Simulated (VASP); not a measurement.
Write the native input for VASP 6.6.1 that does the following.

```
Task                   : single point
Functional             : PBEsol
Potentials or basis    : VASP PAW PBE potentials, release 64 (P, B)
Cutoff                 : 500 eV
k mesh                 : 11 × 11 × 11
Occupations            : methfessel-paxton, width 0.05 eV
Spin                   : no spin polarisation
Dipole correction      : no
Further INCAR settings : ALGO = Normal; EDIFF = 1e-06; NBANDS = 11
```

The structure of BP lies in POSCAR:

```
BP
1.0
    0.0000000000      2.2690000000      2.2690000000
    2.2690000000      0.0000000000      2.2690000000
    2.2690000000      2.2690000000      0.0000000000
P B
1 1
Direct
    0.7500000000      0.7500000000      0.7500000000
    0.0000000000      0.0000000000      0.0000000000
```

These files were run (other wordings do the same):

INCAR

```
PREC = Accurate ; ENCUT = 500
EDIFF = 1E-6 ; ISMEAR = 1
SIGMA = 0.05 ; LREAL = False
LASPH = True ; NELM = 120
ALGO = Normal ; ISIF = 2
LWAVE = False ; LCHARG = False
GGA = PS ; NBANDS = 11
GGA_COMPAT = False
```

KPOINTS

```
Automatic mesh
0
Gamma
  11 11 11
```

Potentials or basis: VASP PAW PBE potentials, release 64 (P, B).

Command:

```sh
$ cat potpaw_PBE.64/P/POTCAR potpaw_PBE.64/B/POTCAR > POTCAR
$ mpirun -np 1 vasp_std > vasp.out
```

Results of the run:

```
Pressure               : -1.9 GPa
Band gap on the k mesh : 1.16 eV, indirect (least direct gap 3.36 eV)
```

Caveat: the PAW data sets were made with another functional, which shifts forces and pressure a little.

Run time: 3.8 s on 1 thread of Intel(R) Xeon(R) 6975P-C (Granite Rapids), on a shared host, peak memory 0.14 GiB.
